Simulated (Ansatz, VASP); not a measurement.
# ZnS: VASP beside Ansatz

```
Zn S
1.0
     0.02998    2.69712    2.69712
     2.69712    0.02998    2.69712
     2.69712    2.69712    0.02998
Zn S
1 1
Direct
  0.00105 0.00105 0.00105
  0.24895 0.24895 0.24895
```

Change from the starting cell: epitaxial_111 strain -1.0%.

Alike in both runs: task single point; functional HSE06; k mesh 6 × 6 × 6; no spin polarisation.

|  | VASP | Ansatz |
| --- | --- | --- |
| version | VASP 6.6.1 | Ansatz 0.2.0 |
| potentials or method | VASP PAW PBE potentials, release 64 (Zn, S) | plane waves, PAW |
| plane-wave cutoff (eV) | 520 | 420 |
| occupations | gaussian, width 0.01 eV | fixed |
| valence electrons in the cell | 18 | 18 |

```tsv
	VASP	Ansatz	Ansatz less VASP
gap on the k mesh at the Fermi level (eV)	3.39	3.40	+0.010
pressure (GPa)	2.7	2.7	+0.02
traceless stress, the component that is largest in VASP (GPa)	-0.55	-0.55	+0.001
```

Ansatz's warnings: stress exchange threshold loose, stress scf threshold loose.
